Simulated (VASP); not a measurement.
# CoO (R-3m) in VASP: further runs

CoO is run at these levels: PBE+U; tasks: relaxation of cell and atoms, relaxation of shape and atoms at fixed volume.

Program: VASP 6.6.1. These are calculated values, not measurements. Logs are shortened: lines on timing, memory, paths and dates and some standing lists are left out, and cuts for length are marked.

### 1 The cell of the first run

The structure is trigonal, space group R-3m (No. 166). The conventional cell has a = 3.073 Å, b = 3.073 Å, c = 7.421 Å, α = 90.00°, β = 90.00°, γ = 120.00°. Co (site symmetry -3m) has 6 O at 2.16 Å within 2.9 Å. O (site symmetry -3m) has 6 Co at 2.16 Å within 2.9 Å.

### 2 Relaxation of cell and atoms, PBE+U, collinear spin, ferromagnetic start

INCAR

```
ALGO = Normal
EDIFF = 1E-7
EDIFFG = -0.005
ENCUT = 600
GGA = PE
IBRION = 2
ISIF = 3
ISMEAR = 0
ISPIN = 2
LASPH = True
LCHARG = False
LDAU = True
LDAUJ = 0 0
LDAUL = 2 -1
LDAUPRINT = 1
LDAUTYPE = 2
LDAUU = 3.32 0
LMAXMIX = 4
LORBIT = 11
LREAL = False
LWAVE = False
MAGMOM = 2.88 0.24
NELM = 150
NSW = 100
PREC = Accurate
SIGMA = 0.02
```

KPOINTS

```
k-points
0
Gamma
  12 12 12
```

POSCAR

```
CoO
1.0
    1.5367478308      0.8872417738      2.4735049807
   -1.5367478308      0.8872417738      2.4735049807
    0.0000000000     -1.7744835476      2.4735049807
Co O
1 1
Direct
    0.0000000000      0.0000000000      0.0000000000
    0.5000000000      0.5000000000      0.5000000000
```

Potentials or basis: VASP PAW PBE potentials, release 64 (Co, O).

Command:

```sh
$ cat potpaw_PBE.64/Co/POTCAR potpaw_PBE.64/O/POTCAR > POTCAR
$ mpirun -np 1 vasp_std > vasp.out
```

OUTCAR:

```text
EDIFF = 1E-7
   EDIFFG = -0.005
   ENCUT = 600
   GGA = PE
   IBRION = 2
   ISIF = 3
   ISMEAR = 0
   ISPIN = 2
   LASPH = True
   LORBIT = 11
   LREAL = False
   NELM = 150
   NSW = 100
   PREC = Accurate

 ion  position               nearest neighbor table
   1  0.000  0.000  0.000-   2 2.16   2 2.16   2 2.16   2 2.16   2 2.16   2 2.16
   2  0.500  0.500  0.500-   1 2.16   1 2.16   1 2.16   1 2.16   1 2.16   1 2.16

  LATTYP: Found a trigonal (rhomboedric) cell.
 ALAT       =     3.0441778447
 COS(alpha) =     0.4903228408

  Lattice vectors:

 A1 = (   1.5367478308,   0.8872417738,   2.4735049807)
 A2 = (  -1.5367478308,   0.8872417738,   2.4735049807)
 A3 = (   0.0000000000,  -1.7744835476,   2.4735049807)

Analysis of symmetry for initial positions (statically):
=====================================================================
 Subroutine PRICEL returns:
 Original cell was already a primitive cell.

 Routine SETGRP: Setting up the symmetry group for a
 trigonal (rhombohedral) supercell.

 Subroutine GETGRP returns: Found 12 space group operations
 (whereof 12 operations were pure point group operations)
 out of a pool of 12 trial point group operations.

The static configuration has the point symmetry D_3d.

Analysis of symmetry for dynamics (positions and initial velocities):
=====================================================================
 Subroutine PRICEL returns:
 Original cell was already a primitive cell.

 Routine SETGRP: Setting up the symmetry group for a
 trigonal (rhombohedral) supercell.

 Subroutine GETGRP returns: Found 12 space group operations
 (whereof 12 operations were pure point group operations)
 out of a pool of 12 trial point group operations.

The dynamic configuration has the point symmetry D_3d.

Analysis of structural, dynamic, and magnetic symmetry:
=====================================================================
 Subroutine PRICEL returns:
 Original cell was already a primitive cell.

 Routine SETGRP: Setting up the symmetry group for a
 trigonal (rhombohedral) supercell.

 Subroutine GETGRP returns: Found 12 space group operations
 (whereof 12 operations were pure point group operations)
 out of a pool of 12 trial point group operations.

The overall configuration has the point symmetry D_3d.

 Subroutine INISYM returns: Found 12 space group operations
 (whereof 12 operations are pure point group operations),
 and found     1 'primitive' translations

----------------------------------------------------------------------------------------

                                     Primitive cell

  volume of cell :      20.2353

  direct lattice vectors                    reciprocal lattice vectors
     1.536747831  0.887241774  2.473504981     0.325362424  0.187848083  0.134761537
    -1.536747831  0.887241774  2.473504981    -0.325362424  0.187848083  0.134761537
     0.000000000 -1.774483548  2.473504981     0.000000000 -0.375696167  0.134761537

  length of vectors
     3.044177845  3.044177845  3.044177845     0.399134415  0.399134415  0.399134415

  position of ions in fractional coordinates (direct lattice)
     0.000000000  0.000000000  0.000000000
     0.500000000  0.500000000  0.500000000

  ion indices of the primitive-cell ions
   primitive index   ion index
                 1           1
                 2           2

----------------------------------------------------------------------------------------

 KPOINTS: k-points

Automatic generation of k-mesh.
 Grid dimensions read from file:
 generate k-points for:   12   12   12

 Generating k-lattice:

  Cartesian coordinates                     Fractional coordinates (reciprocal lattice)
     0.027113535  0.015654007  0.011230128     0.083333333  0.000000000  0.000000000
    -0.027113535  0.015654007  0.011230128     0.000000000  0.083333333  0.000000000
     0.000000000 -0.031308014  0.011230128     0.000000000  0.000000000  0.083333333

  Length of vectors
     0.033261201  0.033261201  0.033261201

  Shift w.r.t. Gamma in fractional coordinates (k-lattice)
     0.000000000  0.000000000  0.000000000

 Subroutine IBZKPT returns following result:
 ===========================================

 Found    189 irreducible k-points:

 Following reciprocal coordinates:
            Coordinates               Weight
  0.000000  0.000000  0.000000      1.000000
  0.083333 -0.000000  0.000000      6.000000
  0.166667 -0.000000  0.000000      6.000000
  0.250000 -0.000000  0.000000      6.000000
  0.333333 -0.000000  0.000000      6.000000
  0.416667 -0.000000  0.000000      6.000000
[... 16 lines left out ...]
  0.500000  0.166667  0.000000     12.000000
 -0.416667  0.166667 -0.000000     12.000000
 [... further k-points ...]
   k-points           NKPTS =    189   k-points in BZ     NKDIM =    189   number of bands    NBANDS=     13
   number of dos      NEDOS =    301   number of ions     NIONS =      2
   total plane-waves  NPLWV =  13824
   dimension x,y,z NGX =    24 NGY =   24 NGZ =   24
   dimension x,y,z NGXF=    48 NGYF=   48 NGZF=   48
   ions per type =               1   1
   NGX,Y,Z   is equivalent  to a cutoff of  13.11, 13.11, 13.11 a.u.
   NGXF,Y,Z  is equivalent  to a cutoff of  26.21, 26.21, 26.21 a.u.
 SYSTEM =  unknown system
   PREC   = accura    normal or accurate (medium, high low for compatibility)
   ISTART =      0    job   : 0-new  1-cont  2-samecut
   ICHARG =      2    charge: 1-file 2-atom 10-const
   ISPIN  =      2    spin polarized calculation?
   LNONCOLLINEAR =      F non collinear calculations
   LSORBIT =      F    spin-orbit coupling
   LASPH  =      T    aspherical Exc in radial PAW
   ENCUT  =  600.0 eV  44.10 Ry    6.64 a.u.   6.08  6.08  6.08*2*pi/ulx,y,z
   NELM   =    150;   NELMIN=  2; NELMDL= -5     # of ELM steps
   EDIFF  = 0.1E-06   stopping-criterion for ELM
   LREAL  =      F    real-space projection
   EDIFFG = -.5E-02   stopping-criterion for IOM
   NSW    =    100    number of steps for IOM
   IBRION =      2    ionic relax: 0-MD 1-quasi-New 2-CG
   NFREE  =      1    steps in history (QN), initial steepest desc. (CG)
   ISIF   =      3    stress and relaxation
   ISYM   =      2    0-nonsym 1-usesym 2-fastsym
   POTIM  = 0.5000    time-step for ionic-motion
   TEBEG  =    0.0;   TEEND  =   0.0 temperature during run
   PSTRESS=    0.0 pullay stress
   NELECT =      15.0000    total number of electrons
   NUPDOWN=      -1.0000    fix difference up-down
   EMIN   =  10.00;   EMAX   =-10.00  energy-range for DOS
   EFERMI =   0.00;   METHOD = LEGACY
   ISMEAR =     0;   SIGMA  =   0.02  broadening in eV -4-tet -1-fermi 0-gaus
   EFERMI_NEDOS =   21; number of points for ismear=-14 and -15
   IALGO  =     38    algorithm
   IMIX   =      4    mixing-type and parameters
     AMIX     =   0.40;   BMIX     =  1.00
     AMIX_MAG =   1.60;   BMIX_MAG =  1.00
  volume/ion in A,a.u.               =      10.12        68.28
  Fermi-wavevector in a.u.,A,eV,Ry     =   1.481616  2.799849 29.867325  2.195186
  Thomas-Fermi vector in A             =   2.595504
   LORBIT       =     11    0 simple, 1 ext, 2 COOP (PROOUT), +10 PAW based schemes
 LDA+U is selected, type is set to LDAUTYPE =  2
   angular momentum for each species LDAUL =     2   -1
   U (eV)           for each species LDAUU =   3.3  0.0
   J (eV)           for each species LDAUJ =   0.0  0.0
   GGA     = PE    functional components
   LHFCALC =     F    Hartree Fock is set to
   AEXX    =    0.0000 exact exchange contribution
   IVDW    =     0    specifies the selected vdW correction
   LEPSILON=     F    determine dielectric tensor
   LRPA    =     F    only Hartree local field effects (RPA)
 conjugate gradient relaxation of ions
 spin polarized calculation
 Gauss-broadening in eV      SIGMA  =   0.02
  energy-cutoff  :      600.00
  volume of cell :       20.24
 maximum number of plane-waves:       688
   NGX = 13   NGY = 13   NGZ = 13

--------------------------------------- Ionic step        1  -------------------------------------------

 number of electron      15.0000001 magnetization       3.0000232

 Free energy of the ion-electron system (eV)
  ---------------------------------------------------
  ext. energy  EPLUGINS =         0.00000000
  ---------------------------------------------------
  free energy    TOTEN  =       -11.47004584 eV

  energy without entropy =      -11.46972162  energy(sigma->0) =      -11.46988373

------------------------ aborting loop because EDIFF is reached ----------------------------------------

  FORCE on cell =-STRESS in cart. coord.  units (eV):
  Direction    XX          YY          ZZ          XY          YZ          ZX
  --------------------------------------------------------------------------------------
  -------------------------------------------------------------------------------------
  Total       -0.9400748     -0.9400748     -1.0134617      0.0000000      0.0000000      0.0000000
  in kB      -74.4328035    -74.4328035    -80.2433930      0.0000000      0.0000000      0.0000000
  external PRESSURE =     -76.3696667 kB  Pullay stress =       0.0000000 kB
[... 161 lines left out ...]
  FREE ENERGIE OF THE ION-ELECTRON SYSTEM (eV)
  ---------------------------------------------------
  free  energy   TOTEN  =       -11.4937737094 eV

  energy  without entropy=      -11.4934926671  energy(sigma->0) =      -11.49363319

atom =   1  type =  1  l = 2

 onsite density matrix

spin component  1

  0.9838 -0.0000  0.0000 -0.0205 -0.0000
 -0.0000  0.9971 -0.0000  0.0000 -0.0205
  0.0000 -0.0000  0.9663 -0.0000  0.0000
 -0.0205  0.0000 -0.0000  0.9971  0.0000
 -0.0000 -0.0205  0.0000  0.0000  0.9838

spin component  2

  0.4665  0.0000 -0.0000  0.1261  0.0000
  0.0000  0.1745  0.0000  0.0000  0.1261
 -0.0000  0.0000  0.9573 -0.0000  0.0000
  0.1261  0.0000 -0.0000  0.1745 -0.0000
  0.0000  0.1261  0.0000 -0.0000  0.4665

 occupancies and eigenvectors

  o =  0.1276  v =  0.0000  0.0000  0.0000  0.0000  0.0000  0.3488 -0.0000 -0.0000 -0.9372  0.0000      0.0000  0.0000  0.0000  0.0000  0.0000  0.0000  0.0000  0.0000  0.0000  0.0000
  o =  0.1276  v =  0.0000  0.0000  0.0000  0.0000  0.0000  0.0000  0.9372  0.0000 -0.0000 -0.3488      0.0000  0.0000  0.0000  0.0000  0.0000  0.0000  0.0000  0.0000  0.0000  0.0000
  o =  0.5134  v =  0.0000  0.0000  0.0000  0.0000  0.0000 -0.9372  0.0000 -0.0000 -0.3488  0.0000      0.0000  0.0000  0.0000  0.0000  0.0000  0.0000  0.0000  0.0000  0.0000  0.0000
  o =  0.5134  v =  0.0000  0.0000  0.0000  0.0000  0.0000 -0.0000 -0.3488  0.0000 -0.0000 -0.9372      0.0000  0.0000  0.0000  0.0000  0.0000  0.0000  0.0000  0.0000  0.0000  0.0000
  o =  0.9573  v =  0.0000  0.0000  0.0000  0.0000  0.0000  0.0000 -0.0000 -1.0000 -0.0000 -0.0000      0.0000  0.0000  0.0000  0.0000  0.0000  0.0000  0.0000  0.0000  0.0000  0.0000
  o =  0.9663  v = -0.0000  0.0000 -1.0000 -0.0000  0.0000  0.0000  0.0000  0.0000  0.0000  0.0000      0.0000  0.0000  0.0000  0.0000  0.0000  0.0000  0.0000  0.0000  0.0000  0.0000
  o =  0.9689  v =  0.8086 -0.0000 -0.0000  0.5884 -0.0000  0.0000  0.0000  0.0000  0.0000  0.0000      0.0000  0.0000  0.0000  0.0000  0.0000  0.0000  0.0000  0.0000  0.0000  0.0000
  o =  0.9689  v =  0.0000  0.5884  0.0000  0.0000  0.8086  0.0000  0.0000  0.0000  0.0000  0.0000      0.0000  0.0000  0.0000  0.0000  0.0000  0.0000  0.0000  0.0000  0.0000  0.0000
  o =  1.0120  v = -0.5884 -0.0000  0.0000  0.8086  0.0000  0.0000  0.0000  0.0000  0.0000  0.0000      0.0000  0.0000  0.0000  0.0000  0.0000  0.0000  0.0000  0.0000  0.0000  0.0000
  o =  1.0120  v = -0.0000  0.8086 -0.0000  0.0000 -0.5884  0.0000  0.0000  0.0000  0.0000  0.0000      0.0000  0.0000  0.0000  0.0000  0.0000  0.0000  0.0000  0.0000  0.0000  0.0000

--------------------------------------- Ionic step        6  -------------------------------------------

 number of electron      15.0000004 magnetization       3.0000001

 Free energy of the ion-electron system (eV)
  ---------------------------------------------------
  ext. energy  EPLUGINS =         0.00000000
  ---------------------------------------------------
  free energy    TOTEN  =       -11.49380170 eV

  energy without entropy =      -11.49353690  energy(sigma->0) =      -11.49366930

 E-fermi :   7.7231     XC(G=0): -12.3881

 val. band max:        7.7147554674   @ k =  -0.3333   0.1667   0.0833
 cond. band min:       7.7235079328   @ k =  -0.1667   0.1667   0.0000
 fundamental gap:      0.0087524654
 Fermi energy:         7.7230793760

 spin component 1

 k-point     1 :       0.0000    0.0000    0.0000
  band No.  band energies     occupation
      1     -12.1029      1.00000
      2       2.8095      1.00000
      3       2.8095      1.00000
      4       3.0240      1.00000
      5       3.0240      1.00000
      6       3.7694      1.00000
      7       4.9378      1.00000
      8       4.9378      1.00000
      9       5.1473      1.00000
     10       8.9907      0.00000
     11      24.8240      0.00000
     12      24.8292      0.00000
     13      24.8292      0.00000
[... 785 lines left out ...]
  FREE ENERGIE OF THE ION-ELECTRON SYSTEM (eV)
  ---------------------------------------------------
  free  energy   TOTEN  =       -11.4938016983 eV

  energy  without entropy=      -11.4935369026  energy(sigma->0) =      -11.49366930

 reached required accuracy - stopping structural energy minimisation

 total charge

# of ion       s       p       d       tot
------------------------------------------
    1        0.298   0.364   7.143   7.805
    2        1.549   3.451   0.000   5.000
--------------------------------------------------
tot          1.847   3.815   7.143  12.805

 magnetization (x)

# of ion       s       p       d       tot
------------------------------------------
    1        0.021   0.017   2.687   2.725
    2        0.023   0.231   0.000   0.254
--------------------------------------------------
tot          0.044   0.248   2.687   2.979
```

Run time: 5.4 min. Hardware: 1 thread of Intel Xeon Platinum 8259CL at 2.50GHz (Skylake/Cascade Lake), shared host; peak memory 0.24 GiB.

Results:

- Free energy: -11.4938 eV
- Relaxed volume: 9.65 Å³/atom
- Relaxed cell: a = 2.983 Å, b = 2.983 Å, c = 2.983 Å, α = 61.25°, β = 61.25°, γ = 61.25°
- Space group after relaxing (to 0.1 Å): Fm-3m (No. 225)
- Energy gained by relaxing: 11.9 meV/atom
- Ionic steps: 6
- Pressure after relaxing: 0.0 GPa
- Band gap on the k mesh: zero (filled and empty bands overlap)
- Net moment: 3.00 μB per cell
- Site moments: Co +2.73; O +0.25 μB
- Valence electrons inside the program's atomic spheres: Co 7.80; O 5.00

The path:
| step | energy change (eV) | largest force (eV/Å) | pressure (GPa) | volume (Å³) |
| --- | --- | --- | --- | --- |
| 1 | 0.0000 | 0.0000 | -7.64 | 20.24 |
| 2 | -0.0172 | 0.0000 | 4.48 | 18.86 |
| 3 | -0.0233 | 0.0000 | 0.01 | 19.30 |
| 4 | -0.0235 | 0.0000 | 0.01 | 19.30 |
| 5 | -0.0237 | 0.0000 | 0.01 | 19.30 |
| 6 | -0.0238 | 0.0000 | 0.00 | 19.30 |

Final structure:
```
Co O
1.0
     1.51962    0.87735    2.41213
    -1.51962    0.87735    2.41213
     0.00000   -1.75470    2.41213
Co O
1 1
Direct
  0.00000 0.00000 0.00000
  0.50000 0.50000 0.50000
```

Levels at points of the mesh, in eV from the Fermi level:
Spin up:
```csv
k point,band 6,band 7,band 8,band 9,band 10,band 11,band 12,band 13
"(0.00, 0.00, 0.00)",-3.95,-2.79,-2.79,-2.58,1.27,17.10,17.11,17.11
"(0.50, 0.00, 0.00)",-3.50,-3.04,-0.46,-0.43,5.36,9.49,13.57,14.03
"(0.50, 0.50, 0.00)",-3.97,-3.84,-3.80,-3.26,6.03,10.15,11.12,15.78
"(0.50, 0.50, 0.50)",-4.05,-2.46,-0.44,-0.44,5.18,9.92,13.20,13.20
```
Spin down:
```
           k point  band 4  band 5  band 6  band 7  band 8  band 9
(0.00, 0.00, 0.00)   -2.29   -2.11   -0.91   -0.91    1.50    1.50
(0.50, 0.00, 0.00)   -3.96   -1.44   -0.03    0.55    3.79    3.92
(0.50, 0.50, 0.00)   -3.39   -2.81   -0.52    0.26    2.10    2.36
(0.50, 0.50, 0.50)   -4.27   -1.03    0.43    0.43    3.84    3.84
```

Eigenvalues of the final occupation matrices:
```tsv
site	spin	trace	eigenvalues
site 1 d	1	4.93	0.97 0.97 0.97 1.01 1.01
site 1 d	2	2.24	0.13 0.13 0.51 0.51 0.96
```

Caveat: a cell with one magnetic atom can't hold antiferromagnetic order, which such compounds often take. The state reached can hang on the start; a lower one may exist.

### 3 Relaxation of shape and atoms at fixed volume, PBE+U, collinear spin, ferromagnetic start (10.42 Å³/atom)

This run uses another cell than the first one, of 10.42 Å³/atom.

INCAR

```
PREC     = Accurate       # precision mode
ENCUT    = 600            # plane-wave cutoff, eV
EDIFF    = 1E-6           # SCF threshold, eV
ISMEAR   = 0              # smearing method
SIGMA    = 0.02           # smearing width, eV
LREAL    = False          # projectors in reciprocal space
LASPH    = True           # aspherical terms in the spheres
NELM     = 150            # most SCF steps
ALGO     = Normal         # electronic algorithm
ISIF     = 4              # what is computed and relaxed
LWAVE    = False          # write WAVECAR
LCHARG   = False          # write CHGCAR
ISPIN    = 2              # spin polarisation
MAGMOM   = 2.88 0.24      # initial moments
LORBIT   = 11             # projections on sites
LMAXMIX  = 4              # l up to which the mixer works
LDAU     = True           # DFT+U
LDAUTYPE = 2            
LDAUL    = 2 -1           # shell
LDAUU    = 3.32 0         # U, eV
LDAUJ    = 0 0          
LDAUPRINT= 1            
GGA      = PE             # functional
IBRION   = 2              # ionic algorithm
NSW      = 50             # ionic steps
EDIFFG   = -0.01          # ionic threshold
```

KPOINTS

```
regular mesh
0
Gamma
  12 12 12
```

POSCAR

```
CoO
1.0
    1.5519641455      0.8960269172      2.4979967218
   -1.5519641455      0.8960269172      2.4979967218
    0.0000000000     -1.7920538343      2.4979967218
Co O
1 1
Direct
    0.0000000000      0.0000000000      0.0000000000
    0.5000000000      0.5000000000      0.5000000000
```

Potentials or basis: VASP PAW PBE potentials, release 64 (Co, O).

Command:

```sh
$ cat potpaw_PBE.64/Co/POTCAR potpaw_PBE.64/O/POTCAR > POTCAR
$ mpirun -np 1 vasp_std > vasp.out
```

It took 5.2 min on 1 thread of Intel Xeon Platinum 8259CL at 2.50GHz (Skylake/Cascade Lake), shared host; peak memory 0.26 GiB.

Results (log left out):

```yaml
Free_energy: -11.4347 eV
Energy_gained_by_relaxing: 0.0 meV/atom
Ionic_steps: 3
Pressure_after_relaxing: -11.7 GPa
Band_gap_on_the_k_mesh: zero (filled and empty bands overlap)
Net_moment: 3.00 μB per cell
Site_moments: Co +2.73; O +0.24 μB
Valence_electrons_inside_the_program's_atomic_spheres: Co 7.69; O 4.96
```

Final structure:
```
Co O
1.0
     1.55426    0.89735    2.49063
    -1.55426    0.89735    2.49063
     0.00000   -1.79470    2.49063
Co O
1 1
Direct
  0.00000 0.00000 0.00000
  0.50000 0.50000 0.50000
```

Levels at points of the mesh, in eV from the Fermi level:
Spin up:
```csv
k point,band 7,band 8,band 9,band 10,band 11,band 12
"(0.00, 0.00, 0.00)",-2.49,-2.49,-2.36,0.86,16.68,16.68
"(0.50, 0.00, 0.00)",-3.06,-0.59,-0.54,5.15,8.81,13.06
"(0.50, 0.50, 0.00)",-3.66,-3.51,-3.31,5.51,9.65,10.83
"(0.50, 0.50, 0.50)",-2.55,-0.56,-0.56,5.05,9.07,12.81
```
Spin down:
```
           k point  band 2  band 3  band 4  band 5  band 6  band 7  band 8  band 9  band 10  band 11
(0.00, 0.00, 0.00)   -2.44   -2.03   -2.03   -1.91   -0.79   -0.79    1.39    1.59     1.59    16.69
(0.50, 0.00, 0.00)   -6.71   -3.74   -3.51   -1.46   -0.03    0.48    3.60    3.71     5.43     9.62
(0.50, 0.50, 0.00)   -5.55   -3.22   -3.09   -2.61   -0.53    0.21    2.11    2.25     6.47    10.06
(0.50, 0.50, 0.50)   -6.87   -3.80   -3.80   -1.14    0.40    0.40    3.61    3.61     5.33     9.81
```

Eigenvalues of the final occupation matrices:
```csv
site,spin,trace,eigenvalues
site 1 d,1,4.91,0.97 0.97 0.97 1.00 1.00
site 1 d,2,2.21,0.11 0.11 0.51 0.51 0.96
```

Caveat: a cell with one magnetic atom can't hold antiferromagnetic order, which such compounds often take. The state reached can hang on the start; a lower one may exist.

[end of part 1 of 2]
